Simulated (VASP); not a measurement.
Wanted: the native input for a VASP 6.6.1 run.

* Task: single point
* Functional: PBEsol
* Potentials or basis: VASP PAW PBE potentials, release 64 (S, C)
* Cutoff: 520 eV
* k mesh: 6 × 6 × 3
* Occupations: fermi-dirac, width 0.05 eV
* Spin: no spin polarisation
* Dipole correction: no
* Further INCAR settings: ALGO = Normal; EDIFF = 1e-06; NBANDS = 25

The structure of CS2 lies in POSCAR:

```
CS2
1.0
    3.6699329950     -3.0141444720      0.0000000000
    3.6699329950      3.0141444720      0.0000000000
    0.0000000000      0.0000000000      9.9164990139
S C
4 2
Direct
    0.1815210000      0.8184790000      0.8868670000
    0.3184790000      0.6815210000      0.3868670000
    0.6815210000      0.3184790000      0.6131330000
    0.8184790000      0.1815210000      0.1131330000
    0.5000000000      0.5000000000      0.5000000000
    0.0000000000      0.0000000000      0.0000000000
```

These files were run (other wordings do the same):

INCAR

```
SYSTEM = CS2
  ALGO = Normal
  EDIFF = 1E-6
  ENCUT = 520
  GGA = PS
  ISIF = 2
  ISMEAR = -1
  LASPH = .True.
  LCHARG = .False.
  LREAL = .False.
  LWAVE = .False.
  NBANDS = 25
  NELM = 80
  PREC = Accurate
  SIGMA = 0.05
```

KPOINTS

```
k-points
0
Gamma
  6 6 3
  0 0 0
```

Potentials or basis: VASP PAW PBE potentials, release 64 (S, C).

Run with:

```sh
$ cat potpaw_PBE.64/S/POTCAR potpaw_PBE.64/C/POTCAR > POTCAR
$ mpirun -np 1 vasp_std > vasp.out
```

It gave:

| Item | Value |
| --- | --- |
| Pressure | -1.2 GPa |
| Largest force | 0.647 eV/Å |
| Band gap on the k mesh | 3.42 eV |

Caveat: this functional lacks dispersion, which holds the molecules together, so the pressure and a relaxed volume are unreliable; the PAW data sets were made with another functional, which shifts forces and pressure a little.

Run time: 4.4 min on 1 thread of Intel Xeon 8259CL, on a shared host, peak memory 0.33 GiB.
